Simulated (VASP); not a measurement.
Hf5S9 (a cell with a defect): single point with revPBE+D3(BJ)

System: Hf5S9 (a cell with a defect).

```
Hf S
1.0
     0.00000    6.24554   -5.77039
     5.40879   -3.12277   -5.77039
    -5.40879   -3.12277   -5.77039
Hf S
10 18
Direct
  0.99256 0.31767 0.66201
  0.35058 0.01922 0.66485
  0.99296 0.66291 0.31614
  0.64980 0.66060 0.65981
  0.33540 0.32486 0.32372
  0.99858 0.01952 0.01828
  0.65799 0.00236 0.32416
  0.35103 0.66614 0.01835
  0.65846 0.32567 0.00076
  0.02328 0.69062 0.68893
  0.85188 0.20575 0.20470
  0.19343 0.86069 0.20773
  0.85206 0.52125 0.86663
  0.53756 0.52096 0.20447
  0.19342 0.20847 0.85949
  0.85173 0.86772 0.51962
  0.53854 0.85992 0.85873
  0.19971 0.51978 0.51864
  0.53740 0.20533 0.52014
  0.14273 0.12919 0.47136
  0.45994 0.81097 0.47101
  0.14295 0.47240 0.12789
  0.80156 0.46684 0.46530
  0.46323 0.13054 0.12898
  0.15768 0.82628 0.82562
  0.80430 0.81128 0.12687
  0.45972 0.47220 0.80999
  0.80443 0.12768 0.81013
```

- Program: VASP 6.6.1
- Task: single point
- Functional: revPBE
- Dispersion: D3(BJ)
- Potentials or basis: VASP PAW PBE potentials, release 64 (Hf_pv, S)
- Cutoff: 520 eV
- k mesh: 2 × 2 × 2, shifted
- Occupations: gaussian, width 0.01 eV
- Spin: no spin polarisation
- Dipole correction: no
- Further INCAR settings: LREAL = Auto; ALGO = Normal; EDIFF = 1e-06; NBANDS = 124

```json
{
  "Pressure": "-0.7 GPa",
  "Largest force": "0.053 eV/Å",
  "Band gap on the k mesh": "zero (bands 104 and 105 overlap by 0.58 eV)",
  "Dispersion energy per atom": "-0.684 eV"
}
```

Forces on the atoms (eV/Å):
```
Hf   0.015  0.000 -0.028
Hf   0.017  0.007 -0.006
Hf  -0.013 -0.005 -0.019
Hf  -0.002  0.003 -0.016
Hf   0.003 -0.008  0.003
Hf  -0.005 -0.009 -0.005
Hf  -0.002 -0.003  0.007
Hf  -0.019  0.004  0.008
Hf  -0.004 -0.014  0.006
Hf   0.000  0.010  0.052
S    0.003  0.019  0.001
S    0.009 -0.007  0.009
S   -0.023 -0.015  0.005
S    0.008 -0.003  0.007
S   -0.005 -0.005  0.013
S    0.016 -0.013 -0.008
S    0.007  0.010 -0.014
S   -0.002  0.025  0.009
S   -0.008 -0.007  0.007
S   -0.007 -0.001  0.011
S   -0.007 -0.004  0.004
S    0.006 -0.004  0.001
S   -0.001 -0.007 -0.022
S   -0.001  0.002 -0.015
S    0.001 -0.002 -0.030
S    0.010  0.016  0.011
S    0.009  0.001  0.001
S   -0.005  0.009  0.011
```

Stress tensor (GPa, compression positive):
```
-1.74  0.00  0.01
 0.00 -1.80  0.02
 0.01  0.02  1.33
```

Levels at points of the mesh, in eV from the Fermi level:
| k point | band 101 | band 102 | band 103 | band 104 | band 105 | band 106 |
| --- | --- | --- | --- | --- | --- | --- |
| (0.25, 0.25, 0.25) | -1.87 | -1.86 | -0.58 | -0.58 | -0.56 | -0.04 |

Wall time 5.5 min on 1 thread of Intel(R) Xeon(R) 6975P-C (Granite Rapids), with other jobs on the host, peak memory 0.64 GiB.

Caveat: the k points lie up to 0.38 Å⁻¹ apart, too coarse for converged energies and pressures of a metal; the PAW data sets were made with another functional, which shifts forces and pressure a little; spin-orbit coupling is left out, which moves the levels of the heavy elements.
